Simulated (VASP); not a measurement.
# Pt (P2_1/m) in VASP: single point with LDA

Aim: the single point of Pt with LDA.

All numbers are computed with VASP 6.6.1; they aren't measurements. Logs are shortened: lines on timing, memory, paths and dates and some standing lists are left out, and cuts for length are marked.

## (1) The cell of the first run

The structure is monoclinic, space group P2_1/m (No. 11). The conventional cell has a = 2.708 Å, b = 4.677 Å, c = 2.708 Å, α = 90.00°, β = 120.00°, γ = 90.00°. Within 3.7 Å of Pt (site symmetry m) lie 14 Pt at 2.71 to 3.64 Å.

## (2) Single point, LDA (atoms displaced along several vibrational modes)

Input file INCAR:

```
SYSTEM = Pt
ALGO = Fast ; EDIFF = 1E-6
ENCUT = 520 ; GGA = CA
ISIF = 2 ; ISMEAR = 0
LASPH = .TRUE. ; LCHARG = .FALSE.
LREAL = .FALSE. ; LWAVE = .FALSE.
NBANDS = 17 ; NELM = 80
PREC = Accurate ; SIGMA = 0.15
```

Input file KPOINTS:

```
k-points
0
G
  18 18 10
  0 0 0
```

Input file POSCAR:

```
Pt
1.0
    2.7081940711      0.0000000000      0.0000000000
   -1.3540970355      2.3453648639      0.0000000000
    0.0000000000      0.0000000000      4.6773974959
Pt
2
Direct
    0.5935472832      0.2926999967      0.7500000000
    0.4064527168      0.7073000033      0.2500000000
```

Potentials or basis: VASP PAW LDA potentials, release 64 (Pt).

The run is started by

```console
> cat potpaw_LDA.64/Pt/POTCAR > POTCAR
> mpirun -np 1 vasp_std > vasp.out
```

OUTCAR:

```text
SYSTEM = Pt
   EDIFF = 1E-6
   ENCUT = 520
   GGA = CA
   ISIF = 2
   ISMEAR = 0
   LASPH = .TRUE.
   LREAL = .FALSE.
   NELM = 80
   PREC = Accurate

 ion  position               nearest neighbor table
   1  0.594  0.293  0.750-   2 2.73   2 2.73   2 2.75   2 2.75   2 3.02   2 3.02
   2  0.406  0.707  0.250-   1 2.73   1 2.73   1 2.75   1 2.75   1 3.02   1 3.02

  LATTYP: Found a hexagonal cell.
 ALAT       =     2.7081940711
 C/A-ratio  =     1.7271278842

  Lattice vectors:

 A1 = (   2.7081940711,   0.0000000000,   0.0000000000)
 A2 = (  -1.3540970355,   2.3453648639,   0.0000000000)
 A3 = (   0.0000000000,   0.0000000000,   4.6773974959)

Analysis of symmetry for initial positions (statically):
=====================================================================
 Subroutine PRICEL returns:
 Original cell was already a primitive cell.

 Routine SETGRP: Setting up the symmetry group for a
 hexagonal supercell.

 Subroutine GETGRP returns: Found  4 space group operations
 (whereof  2 operations were pure point group operations)
 out of a pool of 24 trial point group operations.

The static configuration has the point symmetry S_2 .
 The point group associated with its full space group is C_2h.

Analysis of symmetry for dynamics (positions and initial velocities):
=====================================================================
 Subroutine PRICEL returns:
 Original cell was already a primitive cell.

 Routine SETGRP: Setting up the symmetry group for a
 hexagonal supercell.

 Subroutine GETGRP returns: Found  4 space group operations
 (whereof  2 operations were pure point group operations)
 out of a pool of 24 trial point group operations.

The dynamic configuration has the point symmetry S_2 .
 The point group associated with its full space group is C_2h.

 Subroutine INISYM returns: Found  4 space group operations
 (whereof  2 operations are pure point group operations),
 and found     1 'primitive' translations

----------------------------------------------------------------------------------------

                                     Primitive cell

  volume of cell :      29.7094

  direct lattice vectors                    reciprocal lattice vectors
     2.708194071  0.000000000  0.000000000     0.369249756  0.213186446  0.000000000
    -1.354097035  2.345364864  0.000000000     0.000000000  0.426372892  0.000000000
     0.000000000  0.000000000  4.677397496     0.000000000  0.000000000  0.213794103

  length of vectors
     2.708194071  2.708194071  4.677397496     0.426372892  0.426372892  0.213794103

  position of ions in fractional coordinates (direct lattice)
     0.593547283  0.292699997  0.750000000
     0.406452717  0.707300003  0.250000000

  ion indices of the primitive-cell ions
   primitive index   ion index
                 1           1
                 2           2

----------------------------------------------------------------------------------------

 KPOINTS: k-points

Automatic generation of k-mesh.
 Grid dimensions read from file:
 generate k-points for:   18   18   10

 Generating k-lattice:

  Cartesian coordinates                     Fractional coordinates (reciprocal lattice)
     0.020513875  0.011843691  0.000000000     0.055555556 -0.000000000  0.000000000
     0.000000000  0.023687383  0.000000000     0.000000000  0.055555556  0.000000000
     0.000000000  0.000000000  0.021379410     0.000000000  0.000000000  0.100000000

  Length of vectors
     0.023687383  0.023687383  0.021379410

  Shift w.r.t. Gamma in fractional coordinates (k-lattice)
     0.000000000  0.000000000  0.000000000

 Subroutine IBZKPT returns following result:
 ===========================================

 Found    984 irreducible k-points:

 Following reciprocal coordinates:
            Coordinates               Weight
  0.000000  0.000000  0.000000      1.000000
  0.055556  0.000000  0.000000      2.000000
  0.000000  0.055556  0.000000      2.000000
 -0.055556  0.055556  0.000000      2.000000
  0.111111  0.000000  0.000000      2.000000
  0.000000  0.111111  0.000000      2.000000
[... 16 lines left out ...]
  0.444444  0.000000  0.000000      2.000000
  0.000000  0.444444  0.000000      2.000000
 [... further k-points ...]
   k-points           NKPTS =    984   k-points in BZ     NKDIM =    984   number of bands    NBANDS=     17
   number of dos      NEDOS =    301   number of ions     NIONS =      2
   total plane-waves  NPLWV =  14400
   dimension x,y,z NGX =    20 NGY =   20 NGZ =   36
   dimension x,y,z NGXF=    40 NGYF=   40 NGZF=   72
   ions per type =               2
   NGX,Y,Z   is equivalent  to a cutoff of  12.28, 12.28, 12.80 a.u.
   NGXF,Y,Z  is equivalent  to a cutoff of  24.55, 24.55, 25.59 a.u.
 SYSTEM =  Pt
   PREC   = accura    normal or accurate (medium, high low for compatibility)
   ISTART =      0    job   : 0-new  1-cont  2-samecut
   ICHARG =      2    charge: 1-file 2-atom 10-const
   ISPIN  =      1    spin polarized calculation?
   LNONCOLLINEAR =      F non collinear calculations
   LSORBIT =      F    spin-orbit coupling
   LASPH  =      T    aspherical Exc in radial PAW
   ENCUT  =  520.0 eV  38.22 Ry    6.18 a.u.   5.04  5.04  8.70*2*pi/ulx,y,z
   NELM   =     80;   NELMIN=  2; NELMDL= -5     # of ELM steps
   EDIFF  = 0.1E-05   stopping-criterion for ELM
   LREAL  =      F    real-space projection
   EDIFFG = 0.1E-04   stopping-criterion for IOM
   NSW    =      0    number of steps for IOM
   IBRION =     -1    ionic relax: 0-MD 1-quasi-New 2-CG
   NFREE  =      0    steps in history (QN), initial steepest desc. (CG)
   ISIF   =      2    stress and relaxation
   ISYM   =      2    0-nonsym 1-usesym 2-fastsym
   POTIM  = 0.5000    time-step for ionic-motion
   TEBEG  =    0.0;   TEEND  =   0.0 temperature during run
   PSTRESS=    0.0 pullay stress
   NELECT =      20.0000    total number of electrons
   NUPDOWN=      -1.0000    fix difference up-down
   EMIN   =  10.00;   EMAX   =-10.00  energy-range for DOS
   EFERMI =   0.00;   METHOD = LEGACY
   ISMEAR =     0;   SIGMA  =   0.15  broadening in eV -4-tet -1-fermi 0-gaus
   EFERMI_NEDOS =   21; number of points for ismear=-14 and -15
   IALGO  =     68    algorithm
   IMIX   =      4    mixing-type and parameters
     AMIX     =   0.40;   BMIX     =  1.00
     AMIX_MAG =   1.60;   BMIX_MAG =  1.00
  volume/ion in A,a.u.               =      14.85       100.24
  Fermi-wavevector in a.u.,A,eV,Ry     =   1.434784  2.711350 28.009042  2.058607
  Thomas-Fermi vector in A             =   2.554155
   LORBIT       =      0    0 simple, 1 ext, 2 COOP (PROOUT), +10 PAW based schemes
   GGA     = CA    functional components
   LHFCALC =     F    Hartree Fock is set to
   AEXX    =    0.0000 exact exchange contribution
   IVDW    =     0    specifies the selected vdW correction
   LEPSILON=     F    determine dielectric tensor
   LRPA    =     F    only Hartree local field effects (RPA)
 non-spin polarized calculation
 RMM-DIIS sequential band-by-band and
 Gauss-broadening in eV      SIGMA  =   0.15
  energy-cutoff  :      520.00
  volume of cell :       29.71
 maximum number of plane-waves:       825
   NGX = 11   NGY = 11   NGZ = 17

 number of electron      19.9999999 magnetization

 Free energy of the ion-electron system (eV)
  ---------------------------------------------------
  ext. energy  EPLUGINS =         0.00000000
  ---------------------------------------------------
  free energy    TOTEN  =       -14.93159644 eV

  energy without entropy =      -14.90115247  energy(sigma->0) =      -14.91637445

 E-fermi :  11.4161     XC(G=0): -13.7680

 val. band max:       11.4156723369   @ k =  -0.1111  -0.4444   0.1000
 cond. band min:      11.4170321068   @ k =   0.5000  -0.0000   0.1000
 fundamental gap:      0.0013597699
 Fermi energy:        11.4160586106

 k-point     1 :       0.0000    0.0000    0.0000
  band No.  band energies     occupation
      1       1.0205      2.00000
      2       3.7240      2.00000
      3       6.6790      2.00000
      4       7.4915      2.00000
      5       7.8341      2.00000
      6       8.0615      2.00000
[... 9 lines left out ...]
     16      27.9815      0.00000
     17      31.7683      0.00000

 k-point     2 :       0.0556    0.0000    0.0000
  band No.  band energies     occupation
      1       1.1367      2.00000
      2       3.8243      2.00000
      3       6.7032      2.00000
      4       7.5853      2.00000
      5       7.7890      2.00000
      6       8.0122      2.00000
[... 9 lines left out ...]
     16      28.0459      0.00000
     17      31.4188      0.00000

 k-point     3 :       0.0000    0.0556    0.0000
  band No.  band energies     occupation
      1       1.1404      2.00000
      2       3.8399      2.00000
      3       6.7008      2.00000
      4       7.4600      2.00000
      5       7.8944      2.00000
      6       8.1192      2.00000
[... 9 lines left out ...]
     16      28.1749      0.00000
     17      31.2626      0.00000

 k-point     4 :      -0.0556    0.0556    0.0000
  band No.  band energies     occupation
      1       1.1403      2.00000
      2       3.8394      2.00000
      3       6.7032      2.00000
      4       7.4632      2.00000
      5       7.8918      2.00000
      6       8.0897      2.00000
[... 9 lines left out ...]
     16      28.1723      0.00000
     17      31.2304      0.00000
[... 343 lines left out ...]
      1       4.4375      2.00000
      2       4.8249      2.00000
      3       5.6964      2.00000
      4       7.1292      2.00000
      5       7.2654      2.00000
      6       7.9812      2.00000
[... 9 lines left out ...]
     16      25.2797      0.00000
     17      25.5068      0.00000

 k-point    23 :       0.4444    0.0000    0.0000
  band No.  band energies     occupation
      1       3.9784      2.00000
      2       4.3263      2.00000
      3       4.7859      2.00000
      4       7.6479      2.00000
      5       8.0040      2.00000
      6       8.9711      2.00000
[... 9 lines left out ...]
     16      23.8514      0.00000
     17      26.0532      0.00000

 k-point    24 :       0.0000    0.4444    0.0000
  band No.  band energies     occupation
      1       4.5060      2.00000
      2       4.7686      2.00000
      3       5.5653      2.00000
      4       7.0127      2.00000
      5       7.5500      2.00000
      6       8.1334      2.00000
[... 9 lines left out ...]
     16      24.4655      0.00000
     17      24.5748      0.00000

 [... further k-points ...]
[... 5 lines left out ...]
  --------------------------------------------------------------------------------------
  -------------------------------------------------------------------------------------
  Total        0.2038780      0.2096977      0.3439230      0.0673886      0.0000000      0.0000000
  in kB       10.9947802     11.3086250     18.5471576      3.6341451      0.0000000      0.0000000
  external PRESSURE =      13.6168543 kB  Pullay stress =       0.0000000 kB

 VOLUME and BASIS-vectors are now :
 -----------------------------------------------------------------------------
  energy-cutoff  :      520.00
  volume of cell :       29.71
      direct lattice vectors                 reciprocal lattice vectors
     2.708194071  0.000000000  0.000000000     0.369249756  0.213186446  0.000000000
    -1.354097035  2.345364864  0.000000000     0.000000000  0.426372892  0.000000000
     0.000000000  0.000000000  4.677397496     0.000000000  0.000000000  0.213794103

 POSITION                                       TOTAL-FORCE (eV/Angst)
 -----------------------------------------------------------------------------------
      1.21110      0.68649      3.50805        -0.189370     -0.046501      0.000000
      0.14300      1.65888      1.16935         0.189370      0.046501      0.000000
 -----------------------------------------------------------------------------------
    total drift:                               -0.000000     -0.000000      0.000000

  FREE ENERGIE OF THE ION-ELECTRON SYSTEM (eV)
  ---------------------------------------------------
  free  energy   TOTEN  =       -14.9315964371 eV

  energy  without entropy=      -14.9011524711  energy(sigma->0) =      -14.91637445
```

Run time: 3.1 min. Hardware: 1 thread of Intel Xeon 6975P-C (Granite Rapids), shared host; peak memory 0.48 GiB.

Results:

* Free energy: -14.9316 eV
* Pressure: 1.4 GPa
* Largest force: 0.195 eV/Å
* Band gap on the k mesh: zero (bands 10 and 11 overlap by 1.60 eV)

Forces on the atoms (eV/Å):
```
Pt  -0.189 -0.047  0.000
Pt   0.189  0.047  0.000
```

Caveat: the cell differs from its parent crystal (atoms displaced along several vibrational modes); spin-orbit coupling is left out, which moves the levels of the heavy elements.
